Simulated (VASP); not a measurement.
Set up this calculation in VASP 6.6.1, as the native input.

| Property | Result |
| --- | --- |
| Task | single point |
| Functional | r2SCAN |
| Dispersion | rVV10 |
| Potentials or basis | VASP PAW PBE potentials, release 64 (Tl_d, Br) |
| Cutoff | 550 eV |
| k mesh | 6 × 6 × 6 |
| Occupations | fermi-dirac, width 0.02 eV |
| Spin | no spin polarisation |
| Dipole correction | no |
| Further INCAR settings | ALGO = Normal; EDIFF = 1e-06; NBANDS = 17 |

The system is TlBr.

```
Tl Br
1.0
     3.94518    0.00000    0.00000
     0.00000    3.94518    0.00000
     0.00000    0.00000    3.94518
Tl Br
1 1
Cartesian
  0.0000 0.0000 0.0000
  1.9726 1.9726 1.9726
```

These files were run (other wordings do the same):

POSCAR

```
TlBr
1.0
    3.9451847160      0.0000000000      0.0000000000
    0.0000000000      3.9451847160      0.0000000000
    0.0000000000      0.0000000000      3.9451847160
Tl Br
1 1
Direct
    0.0000000000      0.0000000000      0.0000000000
    0.5000000000      0.5000000000      0.5000000000
```

INCAR.step1

```
SYSTEM = TlBr
  ALGO = Normal
  EDIFF = 1E-5
  ENCUT = 550
  GGA = PE
  GGA_COMPAT = .FALSE.
  ISMEAR = -1
  LASPH = .TRUE.
  LCHARG = .FALSE.
  LREAL = .FALSE.
  LWAVE = .TRUE.
  NBANDS = 17
  NELM = 120
  PREC = Accurate
  SIGMA = 0.02
```

INCAR.step2

```
SYSTEM = TlBr
  ALGO = Normal
  BPARAM = 11.95
  CPARAM = 0.0093
  EDIFF = 1E-6
  ENCUT = 550
  GGA_COMPAT = .FALSE.
  ISIF = 2
  ISMEAR = -1
  ISTART = 1
  IVDW_NL = 2
  LASPH = .TRUE.
  LCHARG = .FALSE.
  LMIXTAU = .TRUE.
  LREAL = .FALSE.
  LUSE_VDW = .TRUE.
  LWAVE = .FALSE.
  METAGGA = R2SCAN
  NBANDS = 17
  NELM = 120
  PREC = Accurate
  SIGMA = 0.02
```

KPOINTS

```
k-points
0
G
  6 6 6
  0 0 0
```

Potentials or basis: VASP PAW PBE potentials, release 64 (Tl_d, Br).

Command:

```sh
$ cat potpaw_PBE.64/Tl_d/POTCAR potpaw_PBE.64/Br/POTCAR > POTCAR
$ cp INCAR.step1 INCAR
$ mpirun -np 1 vasp_std > vasp.out
$ cp INCAR.step2 INCAR
$ mpirun -np 1 vasp_std > vasp.out
```

It gave:

```
Pressure               : 0.2 GPa
Band gap on the k mesh : 2.18 eV
```

Caveat: the PAW data sets were made with another functional, which shifts forces and pressure a little; spin-orbit coupling is left out, which moves the levels of the heavy elements.

Wall time 50 s on 1 thread of Intel(R) Xeon(R) Platinum 8488C (Sapphire Rapids), on a shared host, peak memory 0.29 GiB.
